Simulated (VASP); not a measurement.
A run of VASP 6.6.1 is set up as follows.

INCAR

```
ALGO     = Normal         # electronic algorithm
EDIFF    = 1E-6           # SCF threshold, eV
ENCUT    = 520            # plane-wave cutoff, eV
GGA      = PE             # functional
ISIF     = 2              # what is computed and relaxed
ISMEAR   = -1             # smearing method
LASPH    = True           # aspherical terms in the spheres
LCHARG   = False          # write CHGCAR
LREAL    = False          # projectors in reciprocal space
LWAVE    = False          # write WAVECAR
NBANDS   = 25             # bands
NELM     = 60             # most SCF steps
PREC     = Accurate       # precision mode
SIGMA    = 0.03           # smearing width, eV
```

File KPOINTS:

```
k-points
0
Gamma
  7 7 7
```

Contents of POSCAR:

```
SiO2
1.0
   -2.3661099741      2.3661099741      3.7314781673
    2.3661099741     -2.3661099741      3.7314781673
    2.3661099741      2.3661099741     -3.7314781673
Si O
2 4
Direct
    0.0000000000      0.0000000000      0.0000000000
    0.7500000000      0.2500000000      0.5000000000
    0.9983800000      0.6250000000      0.8733800000
    0.3750000000      0.2483800000      0.3733800000
    0.7516200000      0.1250000000      0.1266200000
    0.8750000000      0.0016200000      0.6266200000
```

Potentials or basis: VASP PAW PBE potentials, release 64 (Si, O).

Run with:

```console
$ cat potpaw_PBE.64/Si/POTCAR potpaw_PBE.64/O/POTCAR > POTCAR
$ mpirun -np 1 vasp_std > vasp.out
```

Q: Predict the pressure.

A: 5.5 GPa.

Q: Predict the band gap on the k mesh.

A: 6.11 eV.

Forces in eV/Å, atoms in the order of the input:
```
Si   0.000  0.000  0.000
Si   0.000  0.000  0.000
O    0.000  0.265  0.000
O    0.265  0.000  0.000
O    0.000 -0.265  0.000
O   -0.265  0.000  0.000
```

Caveat: the cell stands under pressure; an odd mesh through Γ misses points on the zone boundary, where band edges can lie.
